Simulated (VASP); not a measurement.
AlN:

```
Al N
1.0
     6.22763    0.00000    0.00000
    -3.11382    5.39329    0.00000
     0.00000    0.00000    9.96706
Al N
16 16
Direct
  0.33333 0.16667 0.24850
  0.33333 0.16667 0.74850
  0.33333 0.66667 0.24850
  0.33333 0.66667 0.74850
  0.83333 0.16667 0.24850
  0.83333 0.16667 0.74850
  0.83333 0.66667 0.24850
  0.83333 0.66667 0.74850
  0.16667 0.33333 0.49850
  0.16667 0.33333 0.99850
  0.16667 0.83333 0.49850
  0.16667 0.83333 0.99850
  0.66667 0.33333 0.49850
  0.66667 0.33333 0.99850
  0.66667 0.83333 0.49850
  0.66667 0.83333 0.99850
  0.16667 0.33333 0.18950
  0.16667 0.33333 0.68950
  0.16667 0.83333 0.18950
  0.16667 0.83333 0.68950
  0.66667 0.33333 0.18950
  0.66667 0.33333 0.68950
  0.66667 0.83333 0.18950
  0.66667 0.83333 0.68950
  0.33333 0.16667 0.43950
  0.33333 0.16667 0.93950
  0.33333 0.66667 0.43950
  0.33333 0.66667 0.93950
  0.83333 0.16667 0.43950
  0.83333 0.16667 0.93950
  0.83333 0.66667 0.43950
  0.83333 0.66667 0.93950
```

Base run:

| Item | Value |
| --- | --- |
| Program | VASP 6.6.1 |
| Functional | PBEsol |
| Potentials or basis | VASP PAW PBE potentials, release 64 (Al, N) |
| Cutoff | 700 eV |
| k mesh | 1 × 1 × 1, shifted |
| Occupations | fermi-dirac, width 0.05 eV |
| Spin | no spin polarisation |

Its results: band gap on the k mesh 5.63 eV; pressure -0.6 GPa; largest force 0.247 eV/Å.

The run is repeated on the same cell with these changes: functional from PBEsol to HSE06; cutoff from 700 eV to 520 eV. What comes out?

Band gap on the k mesh 7.19 eV; pressure -2.9 GPa; largest force 0.262 eV/Å.

Caveats: the PAW data sets were made with another functional, which shifts forces and pressure a little; a shifted mesh leaves out Γ, where band edges can lie.

A k mesh can miss the band edges.
